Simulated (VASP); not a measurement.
# InAs (F-43m) in VASP: vibrations by perturbation theory with PBEsol

Aim: the vibrations by perturbation theory of InAs with PBEsol.

All numbers are computed with VASP 6.6.1; they aren't measurements. Logs are shortened: lines on timing, memory, paths and dates and some standing lists are left out, and cuts for length are marked.

### Step 1. The cell of the first run

Symmetry: F-43m, No. 216, cubic system. Conventional cell: a = 6.036 Å, b = 6.036 Å, c = 6.036 Å, α = 90.00°, β = 90.00°, γ = 90.00°. Within 3.4 Å of In (site symmetry -43m) lie 4 As at 2.61 Å. Within 3.4 Å of As (site symmetry -43m) lie 4 In at 2.61 Å.

### Step 2. Vibrations by perturbation theory, PBEsol

INCAR

```
SYSTEM = InAs
PREC     = Accurate       ! precision mode
ENCUT    = 500            ! plane-wave cutoff, eV
EDIFF    = 1E-8           ! SCF threshold, eV
ISMEAR   = 0              ! smearing method
SIGMA    = 0.01           ! smearing width, eV
LREAL    = .False.        ! projectors in reciprocal space
LASPH    = .True.         ! aspherical terms in the spheres
NELM     = 120            ! most SCF steps
ALGO     = Normal         ! electronic algorithm
ISIF     = 2              ! what is computed and relaxed
LWAVE    = .False.        ! write WAVECAR
LCHARG   = .False.        ! write CHGCAR
GGA      = PS             ! functional
IBRION   = 8              ! ionic algorithm
NSW      = 1              ! ionic steps
LEPSILON = .True.         ! dielectric tensor by DFPT
GGA_COMPAT= .False.
```

KPOINTS

```
regular mesh
0
Gamma
  6 6 6
  0 0 0
```

POSCAR

```
InAs
1.0
    0.0000000000      3.0180000000      3.0180000000
    3.0180000000      0.0000000000      3.0180000000
    3.0180000000      3.0180000000      0.0000000000
In As
1 1
Direct
    0.0000000000      0.0000000000      0.0000000000
    0.2500000000      0.2500000000      0.2500000000
```

Potentials or basis: VASP PAW PBE potentials, release 64 (In_d, As).

The run is started by

```sh
$ cat potpaw_PBE.64/In_d/POTCAR potpaw_PBE.64/As/POTCAR > POTCAR
$ mpirun -np 1 vasp_std > vasp.out
```

OUTCAR:

```text
SYSTEM = InAs
   PREC = Accurate
   ENCUT = 500
   EDIFF = 1E-8
   ISMEAR = 0
   LREAL = .False.
   LASPH = .True.
   NELM = 120
   ISIF = 2
   GGA = PS
   IBRION = 8
   NSW = 1
   LEPSILON = .True.

 ion  position               nearest neighbor table
   1  0.000  0.000  0.000-   2 2.61   2 2.61   2 2.61   2 2.61
   2  0.250  0.250  0.250-   1 2.61   1 2.61   1 2.61   1 2.61

  LATTYP: Found a face centered cubic cell.
 ALAT       =     6.0360000000

  Lattice vectors:

 A1 = (   0.0000000000,   3.0180000000,   3.0180000000)
 A2 = (   3.0180000000,   0.0000000000,   3.0180000000)
 A3 = (   3.0180000000,   3.0180000000,   0.0000000000)

Analysis of symmetry for initial positions (statically):
=====================================================================
 Subroutine PRICEL returns:
 Original cell was already a primitive cell.

 Routine SETGRP: Setting up the symmetry group for a
 face centered cubic supercell.

 Subroutine GETGRP returns: Found 24 space group operations
 (whereof 24 operations were pure point group operations)
 out of a pool of 48 trial point group operations.

The static configuration has the point symmetry T_d .

Analysis of symmetry for dynamics (positions and initial velocities):
=====================================================================
 Subroutine PRICEL returns:
 Original cell was already a primitive cell.

 Routine SETGRP: Setting up the symmetry group for a
 face centered cubic supercell.

 Subroutine GETGRP returns: Found 24 space group operations
 (whereof 24 operations were pure point group operations)
 out of a pool of 48 trial point group operations.

The dynamic configuration has the point symmetry T_d .

 Subroutine INISYM returns: Found 24 space group operations
 (whereof 24 operations are pure point group operations),
 and found     1 'primitive' translations

----------------------------------------------------------------------------------------

                                     Primitive cell

  volume of cell :      54.9778

  direct lattice vectors                    reciprocal lattice vectors
     0.000000000  3.018000000  3.018000000    -0.165672631  0.165672631  0.165672631
     3.018000000  0.000000000  3.018000000     0.165672631 -0.165672631  0.165672631
     3.018000000  3.018000000  0.000000000     0.165672631  0.165672631 -0.165672631

  length of vectors
     4.268096531  4.268096531  4.268096531     0.286953414  0.286953414  0.286953414

  position of ions in fractional coordinates (direct lattice)
     0.000000000  0.000000000  0.000000000
     0.250000000  0.250000000  0.250000000

  ion indices of the primitive-cell ions
   primitive index   ion index
                 1           1
                 2           2

----------------------------------------------------------------------------------------

 KPOINTS: regular mesh

Automatic generation of k-mesh.
 Grid dimensions read from file:
 generate k-points for:    6    6    6

 Generating k-lattice:

[... 393 lines left out ...]

 Free energy of the ion-electron system (eV)
  ---------------------------------------------------
  ---------------------------------------------------
  free energy    TOTEN  =       -12.12238418 eV

  energy without entropy =      -12.12238418

------------------------ aborting loop because EDIFF is reached ----------------------------------------

--------------------------------------- Ionic step        2  -------------------------------------------

------------------------ aborting loop because EDIFF is reached ----------------------------------------

--------------------------------------- Ionic step        3  -------------------------------------------

------------------------ aborting loop because EDIFF is reached ----------------------------------------

 PIEZOELECTRIC TENSOR FIELD DIRECTION 3  (e Angst)
 -----------------------------------------------------------------------------
    -0.00014 -1.73392  0.00000           (  0.00001 -0.00508  0.00000)
    -1.73392 -0.00014  0.00000           ( -0.00508  0.00001  0.00000)
     0.00000  0.00000 -0.00109           (  0.00000  0.00000 -0.00000)

 PIEZOELECTRIC TENSOR FIELD DIRECTION 3  (C/m^2)
 -----------------------------------------------------------------------------
    -0.00004 -0.50530  0.00000
    -0.50530 -0.00004  0.00000
     0.00000  0.00000 -0.00032

--------------------------------------- Ionic step        4  -------------------------------------------

------------------------ aborting loop because EDIFF is reached ----------------------------------------

[... ionic steps 5 to 6 ...]

--------------------------------------- Ionic step        7  -------------------------------------------

 Free energy of the ion-electron system (eV)
  ---------------------------------------------------
  ---------------------------------------------------
  free energy    TOTEN  =        -0.04555689 eV

  energy without entropy =       -0.04555689

------------------------ aborting loop because EDIFF is reached ----------------------------------------

 INTERNAL STRAIN TENSOR  FOR ION    2  DIRECTION 1   (eV/Angst):
 -----------------------------------------------------------------------------
     0.01609  0.00000  0.00000
     0.00000 -0.00631 -9.98798
     0.00000 -9.98798 -0.00631

 MACROSCOPIC STATIC DIELECTRIC TENSOR (including local field effects in DFT)
 ------------------------------------------------------
          80.152683    -0.000000     0.000000
           0.000000    80.152683     0.000000
           0.000000     0.000000    80.152683
 ------------------------------------------------------

 PIEZOELECTRIC TENSOR (including local field effects)  for field in x, y, z        (e  Angst)
          XX          YY          ZZ          XY          YZ          ZX
  --------------------------------------------------------------------------------
  x     0.00000    -0.00000     0.00000     0.00000    -1.75034    -0.00000
  y     0.00000    -0.00000     0.00000    -0.00000    -0.00000    -1.75034
  z    -0.00000    -0.00000     0.00000    -1.75034    -0.00000     0.00000

 PIEZOELECTRIC TENSOR (including local field effects)  for field in x, y, z        (C/m^2)
          XX          YY          ZZ          XY          YZ          ZX
  --------------------------------------------------------------------------------
  x     0.00000    -0.00000     0.00000     0.00000    -0.51009    -0.00000
  y     0.00000    -0.00000     0.00000    -0.00000    -0.00000    -0.51009
  z    -0.00000    -0.00000     0.00000    -0.51009    -0.00000     0.00000

 BORN EFFECTIVE CHARGES (including local field effects) (in |e|, cummulative output)
 ---------------------------------------------------------------------------------
 ion    1
    1     2.65506    -0.00000     0.00000
    2    -0.00000     2.65506    -0.00000
    3    -0.00000     0.00000     2.65506
 ion    2
    1    -2.65506     0.00000     0.00000
    2     0.00000    -2.65506     0.00000
    3     0.00000    -0.00000    -2.65506

 INTERNAL STRAIN TENSOR FOR ION    2 for displacements in x,y,z  (eV/Angst):
          X           Y           Z          XY          YZ          ZX
  --------------------------------------------------------------------------------
  x     0.00000     0.00000     0.00000     0.00000    -9.98798     0.00000
  y     0.00000     0.00000     0.00000     0.00000     0.00000    -9.98798
  z     0.00000     0.00000     0.00000    -9.98798     0.00000     0.00000

 SECOND DERIVATIVES (NOT SYMMETRIZED)
 ------------------------------------
               1X          1Y          1Z          2X          2Y          2Z
  1X    -5.427345    0.000000    0.000000    5.427345    0.000000    0.000000
  1Y     0.000000   -5.427345    0.000000    0.000000    5.427345    0.000000
  1Z     0.000000    0.000000   -5.427345    0.000000    0.000000    5.427345
  2X     5.464543    0.000000    0.000000   -5.464543    0.000000    0.000000
  2Y     0.000000    5.464543    0.000000    0.000000   -5.464543    0.000000
  2Z     0.000000    0.000000    5.464543    0.000000    0.000000   -5.464543

 Eigenvectors and eigenvalues of the dynamical matrix
 ----------------------------------------------------

   1 f  =    5.420160 THz    34.055867 2PiTHz  180.797062 cm-1    22.415969 meV
             X         Y         Z           dx          dy          dz
      0.000000  0.000000  0.000000     0.000000    0.627082    0.000000
      1.509000  1.509000  1.509000     0.000000   -0.778953    0.000000
[... 21 lines left out ...]
   6 f/i=    0.009042 THz     0.056812 2PiTHz    0.301606 cm-1     0.037394 meV
             X         Y         Z           dx          dy          dz
      0.000000  0.000000  0.000000    -0.516030    0.559885    0.164346
      1.509000  1.509000  1.509000    -0.415421    0.450725    0.132304

--------------------------------------------------------------------------------------------------------

 MACROSCOPIC STATIC DIELECTRIC TENSOR IONIC CONTRIBUTION
 ------------------------------------------------------
           4.260423    -0.000000    -0.000000
          -0.000000     4.260423    -0.000000
          -0.000000    -0.000000     4.260423
 ------------------------------------------------------

 ELASTIC MODULI CONTR FROM IONIC RELAXATION (kBar)
 Direction    XX          YY          ZZ          XY          YZ          ZX
 --------------------------------------------------------------------------------
 XX          -0.0000      0.0000      0.0000     -0.0000      0.0000     -0.0000
 YY           0.0000     -0.0000      0.0000     -0.0000     -0.0000      0.0000
 ZZ           0.0000      0.0000     -0.0000      0.0000     -0.0000     -0.0000
 XY          -0.0000     -0.0000      0.0000   -527.1253      0.0000      0.0000
 YZ           0.0000     -0.0000     -0.0000      0.0000   -527.1253      0.0000
 ZX          -0.0000      0.0000     -0.0000      0.0000      0.0000   -527.1253
 --------------------------------------------------------------------------------

 PIEZOELECTRIC TENSOR IONIC CONTR  for field in x, y, z        (C/m^2)
          XX          YY          ZZ          XY          YZ          ZX
  --------------------------------------------------------------------------------
  x    -0.00000     0.00000     0.00000    -0.00000     1.41012    -0.00000
  y     0.00000    -0.00000     0.00000    -0.00000    -0.00000     1.41012
  z     0.00000     0.00000    -0.00000     1.41012    -0.00000    -0.00000
```

Wall time 9.1 min (1 thread of AMD EPYC 7R43 (Zen 3), shared host); peak memory 0.22 GiB.

Results:

| Item | Value |
| --- | --- |
| Electronic dielectric tensor (diagonal) | 80.15 |
| Born charges (mean of the diagonal) | In +2.66; As -2.66 e |
| Highest phonon frequency at Γ, LO-TO splitting left out | 181 cm⁻¹ |

Phonon frequencies in cm⁻¹ (negative: imaginary):
```csv
q point,frequencies
"(0.000, 0.000, 0.000)",0 0 0 181 181 181
```

Electronic dielectric tensor:
```
80.15  0.00  0.00
 0.00 80.15  0.00
 0.00  0.00 80.15
```

Born effective charge tensors (e):
atom 1, In
```
2.66 0.00 0.00
0.00 2.66 0.00
0.00 0.00 2.66
```
atom 2, As
```
-2.66  0.00  0.00
 0.00 -2.66  0.00
 0.00  0.00 -2.66
```

Caveat: the cell wasn't relaxed at this level first, which shifts response properties; spin-orbit coupling is left out, which moves the levels of the heavy elements.
